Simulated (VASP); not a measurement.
Wanted: the native input for a VASP 6.6.1 run.

```
Task                   : single point
Functional             : PBEsol
Dispersion             : D3(BJ)
Potentials or basis    : VASP PAW PBE potentials, release 64 (Al)
Cutoff                 : 520 eV
k mesh                 : 18 × 18 × 6
Occupations            : gaussian, width 0.15 eV
Spin                   : no spin polarisation
Dipole correction      : no
Further INCAR settings : ALGO = Fast; EDIFF = 1e-06; NBANDS = 14
```

The structure of Al lies in POSCAR:

```
Al
1.0
    2.9315000000      0.0000000000      0.0000000000
   -1.4657500000      2.5387534712      0.0000000000
    0.0000000000      0.0000000000      9.1920208392
Al
4
Direct
    0.0000000000      0.0000000000      0.0000000000
    0.3333333333      0.6666666667      0.2500000000
    0.0000000000      0.0000000000      0.5000000000
    0.6666666667      0.3333333333      0.7500000000
```

The input as run:

INCAR

```
ALGO = Fast ; EDIFF = 1E-6
ENCUT = 520 ; GGA = PS
ISIF = 2 ; ISMEAR = 0
IVDW = 12 ; LASPH = T
LCHARG = T ; LELF = T
LREAL = F ; LVHAR = T
LWAVE = F ; NBANDS = 14
NELM = 100 ; PREC = Accurate
SIGMA = 0.15
```

KPOINTS

```
k-points
0
Gamma
  18 18 6
```

Potentials or basis: VASP PAW PBE potentials, release 64 (Al).

Command:

```sh
$ cat potpaw_PBE.64/Al/POTCAR > POTCAR
$ mpirun -np 1 vasp_std > vasp.out
```

It gave:

```yaml
Pressure: -6.5 GPa
Band_gap_on_the_k_mesh: zero (band 6 reaches 11.94 eV, above the bottom of band 7 at 5.95 eV)
Dispersion_energy_per_atom: -0.306 eV
```

Caveat: the PAW data sets were made with another functional, which shifts forces and pressure a little; pairwise dispersion overbinds metals, which lowers pressure and volume.

Wall time 43 s on 1 thread of Intel(R) Xeon(R) 6975P-C (Granite Rapids), with other jobs on the host, peak memory 0.26 GiB.
